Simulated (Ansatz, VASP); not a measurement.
## Two plane-wave programs on AlGaN2

File POSCAR:

```
AlGaN2
1.0
    3.0780595077      0.0000000000      0.0000000000
    0.0000000000      3.0780595077      0.0000000000
    0.0000000000      0.0000000000      4.4238379400
Al Ga N
1 1 2
Direct
    0.5000000000      0.5000000000      0.5000000000
    0.0000000000      0.0000000000      0.0000000000
    0.5000000000      0.0000000000      0.7382648100
    0.0000000000      0.5000000000      0.2617351900
```

INCAR.step1

```
SYSTEM = AlGaN2
PREC = Accurate
ENCUT = 1460
ISMEAR = 0
SIGMA = 0.05
LREAL = .False.
LASPH = .True.
NELM = 120
NBANDS = 21
GGA = PE
ALGO = Normal
EDIFF = 1E-5
LWAVE = .True.
LCHARG = .False.
GGA_COMPAT = .False.
```

File INCAR.step2:

```
SYSTEM = AlGaN2
PREC = Accurate
ENCUT = 1460
EDIFF = 1E-6
ISMEAR = 0
SIGMA = 0.05
LREAL = .False.
LASPH = .True.
NELM = 120
ALGO = Normal
ISIF = 2
LWAVE = .False.
LCHARG = .False.
METAGGA = R2SCAN
LMIXTAU = .True.
NBANDS = 21
ISTART = 1
GGA_COMPAT = .False.
```

File KPOINTS:

```
Automatic mesh
0
Gamma
  8 8 6
  0 0 0
```

Input for Ansatz:

```yaml
crystal:
  lattice:
    - [3.0780595077, 0.0, 0.0]
    - [0.0, 3.0780595077, 0.0]
    - [0.0, 0.0, 4.42383794]
  atoms:
    - { symbol: Al, position: [0.5, 0.5, 0.5] }
    - { symbol: Ga, position: [0.0, 0.0, 0.0] }
    - { symbol: "N", position: [0.5, 0.0, 0.73826481] }
    - { symbol: "N", position: [0.0, 0.5, 0.26173519] }
basis:
  ecutwfc: 500
kpoints:
  mp_grid: { grid: [8, 8, 6] }
hamiltonian:
  xc: r2scan
scf:
  occupations: { method: gaussian, width: 0.05 }
output:
  forces: true
  stress: true
  eigenvalues: true
```

Change from the starting cell: strain -0.0200 x Voigt [1, 1, 0, 0, 0, 0], atoms carried along.

Alike in both runs: task single point; functional r2SCAN; k mesh 8 × 8 × 6; occupations gaussian, width 0.05 eV; no spin polarisation.

|  | VASP | Ansatz |
| --- | --- | --- |
| version | VASP 6.6.1 | Ansatz 0.2.0 |
| potentials or method | VASP PAW PBE potentials, release 64 (Al, Ga_d, N_h), cutoff 1460 eV | scalar-relativistic, plane waves, PAW |
| valence electrons in the cell | 26 | 26 |

```tsv
	VASP	Ansatz	Ansatz less VASP
gap on the k mesh at the Fermi level (eV)	3.64	3.63	-0.007
least direct gap on the mesh (eV)	3.64	3.63	-0.007
pressure (GPa)	8.8	8.5	-0.35
traceless stress, the component that is largest in VASP (GPa)	-1.93	-1.98	-0.046
rms of the force components (eV/Å)	0.014	0.053	+0.0396
```

VASP's potentials were made for PBE, not for r2SCAN. Atom by atom the forces differ by 0.040 eV/Å (rms over components).
